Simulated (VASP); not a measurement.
# GaN (Fm-3m) in VASP: notebook

GaN is run at these levels: LDA; tasks: single point, relaxation of cell and atoms.

Program: VASP 6.6.1. These are calculated values, not measurements. Logs are shortened: lines on timing, memory, paths and dates and some standing lists are left out, and cuts for length are marked.

## 1. The cell of the first run

The structure is cubic, space group Fm-3m (No. 225). Conventional cell: a = 4.181 Å, b = 4.181 Å, c = 4.181 Å, α = 90.00°, β = 90.00°, γ = 90.00°. Ga (site symmetry m-3m) has 6 N at 2.09 Å within 2.8 Å. Within 2.8 Å of N (site symmetry m-3m) lie 6 Ga at 2.09 Å.

## 2. Single point, LDA

The input, INCAR:

```
  PREC = Accurate
  ENCUT = 600
  EDIFF = 1E-6
  ISMEAR = 0
  SIGMA = 0.01
  LREAL = False
  LASPH = True
  NELM = 120
  ALGO = Normal
  ISIF = 2
  LWAVE = False
  LCHARG = False
  GGA = CA
  NBANDS = 16
  GGA_COMPAT = False
```

The input, KPOINTS:

```
regular mesh
0
Gamma
  8 8 8
```

The input, POSCAR:

```
GaN
1.0
    0.0000000000      2.0903963108      2.0903963108
    2.0903963108      0.0000000000      2.0903963108
    2.0903963108      2.0903963108      0.0000000000
Ga N
1 1
Direct
    0.0000000000      0.0000000000      0.0000000000
    0.5000000000      0.5000000000      0.5000000000
```

Potentials or basis: VASP PAW LDA potentials, release 64 (Ga_d, N).

Launch:

```bash
> cat potpaw_LDA.64/Ga_d/POTCAR potpaw_LDA.64/N/POTCAR > POTCAR
> mpirun -np 1 vasp_std > vasp.out
```

OUTCAR:

```text
PREC = Accurate
   ENCUT = 600
   EDIFF = 1E-6
   ISMEAR = 0
   LREAL = False
   LASPH = True
   NELM = 120
   ISIF = 2
   GGA = CA

 ion  position               nearest neighbor table
   1  0.000  0.000  0.000-   2 2.09   2 2.09   2 2.09   2 2.09   2 2.09   2 2.09
   2  0.500  0.500  0.500-   1 2.09   1 2.09   1 2.09   1 2.09   1 2.09   1 2.09

  LATTYP: Found a face centered cubic cell.
 ALAT       =     4.1807926216

  Lattice vectors:

 A1 = (   0.0000000000,   2.0903963108,   2.0903963108)
 A2 = (   2.0903963108,   0.0000000000,   2.0903963108)
 A3 = (   2.0903963108,   2.0903963108,   0.0000000000)

Analysis of symmetry for initial positions (statically):
=====================================================================
 Subroutine PRICEL returns:
 Original cell was already a primitive cell.

 Routine SETGRP: Setting up the symmetry group for a
 face centered cubic supercell.

 Subroutine GETGRP returns: Found 48 space group operations
 (whereof 48 operations were pure point group operations)
 out of a pool of 48 trial point group operations.

The static configuration has the point symmetry O_h .

Analysis of symmetry for dynamics (positions and initial velocities):
=====================================================================
 Subroutine PRICEL returns:
 Original cell was already a primitive cell.

 Routine SETGRP: Setting up the symmetry group for a
 face centered cubic supercell.

 Subroutine GETGRP returns: Found 48 space group operations
 (whereof 48 operations were pure point group operations)
 out of a pool of 48 trial point group operations.

The dynamic configuration has the point symmetry O_h .

 Subroutine INISYM returns: Found 48 space group operations
 (whereof 48 operations are pure point group operations),
 and found     1 'primitive' translations

----------------------------------------------------------------------------------------

                                     Primitive cell

  volume of cell :      18.2690

  direct lattice vectors                    reciprocal lattice vectors
     0.000000000  2.090396311  2.090396311    -0.239189094  0.239189094  0.239189094
     2.090396311  0.000000000  2.090396311     0.239189094 -0.239189094  0.239189094
     2.090396311  2.090396311  0.000000000     0.239189094  0.239189094 -0.239189094

  length of vectors
     2.956266813  2.956266813  2.956266813     0.414287664  0.414287664  0.414287664

  position of ions in fractional coordinates (direct lattice)
     0.000000000  0.000000000  0.000000000
     0.500000000  0.500000000  0.500000000
[... 78 lines left out ...]
   LREAL  =      F    real-space projection
   EDIFFG = 0.1E-04   stopping-criterion for IOM
   NSW    =      0    number of steps for IOM
   IBRION =     -1    ionic relax: 0-MD 1-quasi-New 2-CG
   NFREE  =      0    steps in history (QN), initial steepest desc. (CG)
   ISIF   =      2    stress and relaxation
   ISYM   =      2    0-nonsym 1-usesym 2-fastsym
   POTIM  = 0.5000    time-step for ionic-motion
   TEBEG  =    0.0;   TEEND  =   0.0 temperature during run
   PSTRESS=    0.0 pullay stress
   NELECT =      18.0000    total number of electrons
   NUPDOWN=      -1.0000    fix difference up-down
   EMIN   =  10.00;   EMAX   =-10.00  energy-range for DOS
   EFERMI =   0.00;   METHOD = LEGACY
   ISMEAR =     0;   SIGMA  =   0.01  broadening in eV -4-tet -1-fermi 0-gaus
   EFERMI_NEDOS =   21; number of points for ismear=-14 and -15
   IALGO  =     38    algorithm
   IMIX   =      4    mixing-type and parameters
     AMIX     =   0.40;   BMIX     =  1.00
     AMIX_MAG =   1.60;   BMIX_MAG =  1.00
  volume/ion in A,a.u.               =       9.13        61.64
  Fermi-wavevector in a.u.,A,eV,Ry     =   1.629022  3.078406 36.105968  2.653714
  Thomas-Fermi vector in A             =   2.721557
   LORBIT       =      0    0 simple, 1 ext, 2 COOP (PROOUT), +10 PAW based schemes
   GGA     = CA    functional components
   LHFCALC =     F    Hartree Fock is set to
   AEXX    =    0.0000 exact exchange contribution
   IVDW    =     0    specifies the selected vdW correction
   LEPSILON=     F    determine dielectric tensor
   LRPA    =     F    only Hartree local field effects (RPA)
 non-spin polarized calculation
 Gauss-broadening in eV      SIGMA  =   0.01
  energy-cutoff  :      600.00
  volume of cell :       18.27
 maximum number of plane-waves:       620
   NGX = 11   NGY = 11   NGZ = 11

 number of electron      17.9999998 magnetization

 Free energy of the ion-electron system (eV)
  ---------------------------------------------------
  ext. energy  EPLUGINS =         0.00000000
  ---------------------------------------------------
  free energy    TOTEN  =       -13.08123121 eV

  energy without entropy =      -13.08123121  energy(sigma->0) =      -13.08123121

 E-fermi :   8.2098     XC(G=0): -13.6676

 val. band max:        8.0844232216   @ k =  -0.2500   0.1250   0.0000
 cond. band min:       8.7229376711   @ k =   0.5000   0.5000   0.0000
 fundamental gap:      0.6385144495
 Fermi energy:         8.2098080560

 k-point     1 :       0.0000    0.0000    0.0000
  band No.  band energies     occupation
      1      -9.4354      2.00000
      2      -5.9928      2.00000
      3      -5.9928      2.00000
      4      -5.9928      2.00000
      5      -5.8864      2.00000
      6      -5.8864      2.00000
[... 433 lines left out ...]
      3      -6.0301      2.00000
      4      -5.9408      2.00000
      5      -5.7368      2.00000
      6      -4.2899      2.00000
[... 8 lines left out ...]
     15      27.3337      0.00000
     16      32.0259      0.00000

 [... further k-points ...]

------------------------ aborting loop because EDIFF is reached ----------------------------------------

  FORCE on cell =-STRESS in cart. coord.  units (eV):
  Direction    XX          YY          ZZ          XY          YZ          ZX
  --------------------------------------------------------------------------------------
  -------------------------------------------------------------------------------------
  Total        0.1459297      0.1459297      0.1459297     -0.0000000     -0.0000000      0.0000000
  in kB       12.7978891     12.7978891     12.7978891     -0.0000000     -0.0000000      0.0000000
  external PRESSURE =      12.7978891 kB  Pullay stress =       0.0000000 kB

 VOLUME and BASIS-vectors are now :
 -----------------------------------------------------------------------------
  energy-cutoff  :      600.00
  volume of cell :       18.27
      direct lattice vectors                 reciprocal lattice vectors
     0.000000000  2.090396311  2.090396311    -0.239189094  0.239189094  0.239189094
     2.090396311  0.000000000  2.090396311     0.239189094 -0.239189094  0.239189094
     2.090396311  2.090396311  0.000000000     0.239189094  0.239189094 -0.239189094

 POSITION                                       TOTAL-FORCE (eV/Angst)
 -----------------------------------------------------------------------------------
      0.00000      0.00000      0.00000         0.000000      0.000000     -0.000000
      2.09040      2.09040      2.09040         0.000000      0.000000      0.000000
 -----------------------------------------------------------------------------------
    total drift:                                0.000000     -0.000000     -0.000000

  FREE ENERGIE OF THE ION-ELECTRON SYSTEM (eV)
  ---------------------------------------------------
  free  energy   TOTEN  =       -13.0812312139 eV

  energy  without entropy=      -13.0812312139  energy(sigma->0) =      -13.08123121
```

OSZICAR:

```text
N       E                     dE             d eps       ncg     rms          rms(c)
DAV:   1     0.757658310337E+02    0.75766E+02   -0.99737E+03  1072   0.232E+03
DAV:   2    -0.104678527684E+02   -0.86234E+02   -0.80391E+02  1056   0.338E+02
DAV:   3    -0.149095497288E+02   -0.44417E+01   -0.44302E+01  1096   0.633E+01
DAV:   4    -0.149433223529E+02   -0.33773E-01   -0.33770E-01  1096   0.570E+00
DAV:   5    -0.149437119069E+02   -0.38955E-03   -0.38955E-03  1176   0.584E-01    0.724E+00
DAV:   6    -0.131400951465E+02    0.18036E+01   -0.44256E+00  1328   0.417E+01    0.236E+00
DAV:   7    -0.131077790281E+02    0.32316E-01   -0.17907E-01  1080   0.475E+00    0.149E+00
DAV:   8    -0.130826772764E+02    0.25102E-01   -0.37667E-02  1096   0.205E+00    0.462E-01
DAV:   9    -0.130813260639E+02    0.13512E-02   -0.52638E-03  1072   0.160E+00    0.106E-01
DAV:  10    -0.130812358836E+02    0.90180E-04   -0.51048E-04  1096   0.264E-01    0.155E-02
DAV:  11    -0.130812311218E+02    0.47618E-05   -0.27304E-05  1168   0.567E-02    0.737E-03
DAV:  12    -0.130812312139E+02   -0.92095E-07   -0.14129E-06   896   0.186E-02
   1 F= -.13081231E+02 E0= -.13081231E+02  d E =-.139760E-71
```

stdout:

```text
POSCAR found type information on POSCAR GaN
 POSCAR found :  2 types and       2 ions
 scaLAPACK will be used
 LDA part: xc-table for (Slater(with rela. corr.)+CA(PZ))
 , standard interpolation
 POSCAR, INCAR and KPOINTS ok, starting setup
 FFT: planning ... GRIDC
 FFT: planning ... GRID_SOFT
 FFT: planning ... GRID
 WAVECAR not read
 entering main loop
```

Wall time 4.9 s (1 thread of Intel Xeon Platinum 8488C (Sapphire Rapids), shared host); peak memory 0.13 GiB.

Results:

```
Free energy            : -13.0812 eV
Pressure               : 1.3 GPa
Band gap on the k mesh : 0.64 eV (least direct gap 3.25 eV)
```

Levels at points of the mesh, in eV from the valence-band top:
```csv
k point,band 5,band 6,band 7,band 8,band 9,band 10,band 11,band 12,band 13,band 14
"(0.00, 0.00, 0.00)",-13.97,-13.97,-0.55,-0.55,-0.55,2.71,14.86,14.86,14.86,16.01
"(0.50, 0.00, 0.00)",-13.82,-13.82,-8.50,-0.15,-0.15,4.82,9.10,9.10,9.68,16.56
"(0.50, 0.50, 0.00)",-13.77,-10.78,-7.42,-3.18,-3.18,0.64,7.81,12.12,14.71,14.71
```

## 3. Relaxation of cell and atoms, LDA

This run uses another cell than the first one, of 9.74 Å³/atom.

The input, INCAR:

```
SYSTEM = GaN
  ALGO = Normal
  EDIFF = 1E-7
  EDIFFG = -0.01
  ENCUT = 600
  GGA = CA
  GGA_COMPAT = .FALSE.
  IBRION = 2
  ISIF = 3
  ISMEAR = 0
  LASPH = .TRUE.
  LCHARG = .FALSE.
  LREAL = .FALSE.
  LWAVE = .FALSE.
  NELM = 120
  NELMIN = 4
  NSW = 80
  PREC = Accurate
  SIGMA = 0.01
```

The input, KPOINTS:

```
k-points
0
G
  8 8 8
  0 0 0
```

The input, POSCAR:

```
GaN
1.0
    0.0000000000      2.1352350000      2.1352350000
    2.1352350000      0.0000000000      2.1352350000
    2.1352350000      2.1352350000      0.0000000000
Ga N
1 1
Direct
    0.0000000000      0.0000000000      0.0000000000
    0.5000000000      0.5000000000      0.5000000000
```

Potentials or basis: VASP PAW LDA potentials, release 64 (Ga_d, N).

Launch:

```bash
> cat potpaw_LDA.64/Ga_d/POTCAR potpaw_LDA.64/N/POTCAR > POTCAR
> mpirun -np 1 vasp_std > vasp.out
```

It took 16 s on 1 thread of Intel Xeon Platinum 8488C (Sapphire Rapids), shared host; peak memory 0.14 GiB.

Results (log left out):

```yaml
Free_energy: -13.0834 eV
Relaxed_volume: 9.18 Å³/atom
Relaxed_cell: a = 2.961 Å, b = 2.961 Å, c = 2.961 Å, α = 60.00°, β = 60.00°, γ = 60.00°
Space_group_after_relaxing_to_0.1_Å: Fm-3m (No. 225)
Energy_gained_by_relaxing: 23.2 meV/atom
Ionic_steps: 6
Pressure_after_relaxing: 0.0 GPa
Band_gap_on_the_k_mesh: 0.60 eV (least direct gap 3.18 eV)
```

The path:
| step | energy change (eV) | largest force (eV/Å) | pressure (GPa) | volume (Å³) |
| --- | --- | --- | --- | --- |
| 1 | 0.0000 | 0.0000 | -12.75 | 19.47 |
| 2 | 0.0002 | 0.0000 | 15.79 | 17.37 |
| 3 | -0.0465 | 0.0000 | -0.18 | 18.37 |
| 4 | -0.0465 | 0.0000 | 0.21 | 18.35 |
| 5 | -0.0465 | 0.0000 | -0.31 | 18.38 |
| 6 | -0.0465 | 0.0000 | 0.03 | 18.36 |

Final structure:
```
CELL_PARAMETERS angstrom
0.00000 2.09404 2.09404
2.09404 0.00000 2.09404
2.09404 2.09404 0.00000
ATOMIC_POSITIONS crystal
Ga 0.00000 0.00000 0.00000
N 0.50000 0.50000 0.50000
```

Levels at points of the mesh, in eV from the valence-band top:
| k point | band 7 | band 8 | band 9 | band 10 | band 11 | band 12 |
| --- | --- | --- | --- | --- | --- | --- |
| (0.00, 0.00, 0.00) | -0.54 | -0.54 | -0.54 | 2.64 | 14.83 | 14.83 |
| (0.50, 0.00, 0.00) | -8.47 | -0.15 | -0.15 | 4.80 | 9.07 | 9.07 |
| (0.50, 0.50, 0.00) | -7.38 | -3.16 | -3.16 | 0.61 | 7.81 | 12.06 |

A k mesh can miss the band edges.

## 4. Relaxation of cell and atoms, LDA, target pressure 10 GPa, at which the enthalpy is minimised

This run uses another cell than the first one, of 9.74 Å³/atom.

The input, INCAR:

```
PREC = Accurate
ENCUT = 600
EDIFF = 1E-7
ISMEAR = 0
SIGMA = 0.01
LREAL = F
LASPH = T
NELM = 120
ALGO = Normal
ISIF = 3
LWAVE = F
LCHARG = F
GGA = CA
IBRION = 2
NSW = 80
EDIFFG = -0.01
PSTRESS = 100.0
GGA_COMPAT = F
NELMIN = 4
```

The input, KPOINTS:

```
regular mesh
0
Gamma
  8 8 8
```

POSCAR is that of step 3.

Launch:

```bash
> cat potpaw_LDA.64/Ga_d/POTCAR potpaw_LDA.64/N/POTCAR > POTCAR
> mpirun -np 1 vasp_std > vasp.out
```

It took 19 s on 1 thread of Intel Xeon Platinum 8488C (Sapphire Rapids), shared host; peak memory 0.14 GiB.

It converged, with:

| Quantity | Value |
| --- | --- |
| Free energy | -13.0637 eV |
| Relaxed volume | 8.85 Å³/atom |
| Relaxed cell | a = 2.925 Å, b = 2.925 Å, c = 2.925 Å, α = 60.00°, β = 60.00°, γ = 60.00° |
| Space group after relaxing (to 0.1 Å) | Fm-3m (No. 225) |
| Energy change on relaxing (the run minimises the enthalpy) | -13.3 meV/atom |
| Ionic steps | 4 |
| Pressure after relaxing | 9.9 GPa |
| Band gap on the k mesh | 0.85 eV (least direct gap 3.67 eV) |

The path:
```csv
step,energy change (eV),largest force (eV/Å),pressure (GPa),volume (Å³)
1,0.0000,0.0000,-12.75,19.47
2,0.3117,0.0000,52.10,15.83
3,-0.0288,0.0000,9.33,17.74
4,-0.0267,0.0000,9.95,17.70
```

Final structure:
```cif
data_structure
_symmetry_space_group_name_H-M 'P 1'
_symmetry_Int_Tables_number 1
_cell_length_a 2.9254
_cell_length_b 2.9254
_cell_length_c 2.9254
_cell_angle_alpha 60.000
_cell_angle_beta 60.000
_cell_angle_gamma 60.000
_cell_volume 17.70
loop_
_atom_site_label
_atom_site_type_symbol
_atom_site_fract_x
_atom_site_fract_y
_atom_site_fract_z
_atom_site_occupancy
Ga1 Ga 0.00000 0.00000 0.00000 1
N1 N 0.50000 0.50000 0.50000 1
```

Levels at points of the mesh, in eV from the valence-band top:
```tsv
k point	band 5	band 6	band 7	band 8	band 9	band 10	band 11	band 12	band 13
(0.00, 0.00, 0.00)	-13.96	-13.96	-0.59	-0.59	-0.59	3.09	15.05	15.05	15.05
(0.50, 0.00, 0.00)	-13.80	-13.80	-8.66	-0.15	-0.15	4.96	9.28	9.28	10.11
(0.50, 0.50, 0.00)	-13.74	-10.71	-7.68	-3.31	-3.31	0.85	7.85	12.44	15.13
```

Caveat: the cell is relaxed towards a set pressure, so the run minimises the enthalpy, not the energy.

## 5. Summary

| task | cell | gap on the mesh (eV) | pressure (GPa) |
| --- | --- | --- | --- |
| single point | a = 2.956 Å, angles 60.0°, 2 atoms | 0.64 | 1.3 |
| relaxation of cell and atoms | relaxed from a = 3.020 Å, angles 60.0°, 2 atoms | 0.60 | 0.0 |
| relaxation of cell and atoms | relaxed to 10 GPa from a = 3.020 Å, angles 60.0°, 2 atoms | 0.85 | 9.9 |

Alike in all rows: level LDA; potentials or basis VASP PAW LDA potentials, release 64 (Ga_d, N); no spin polarisation; k mesh 8 × 8 × 8; cutoff (eV) 600; smearing gaussian 0.01 eV.

Caveats: the cell is relaxed towards a set pressure, so the run minimises the enthalpy, not the energy (at least some runs).

Total energies depend on the potentials used, so only differences within one code and one set of settings carry meaning.
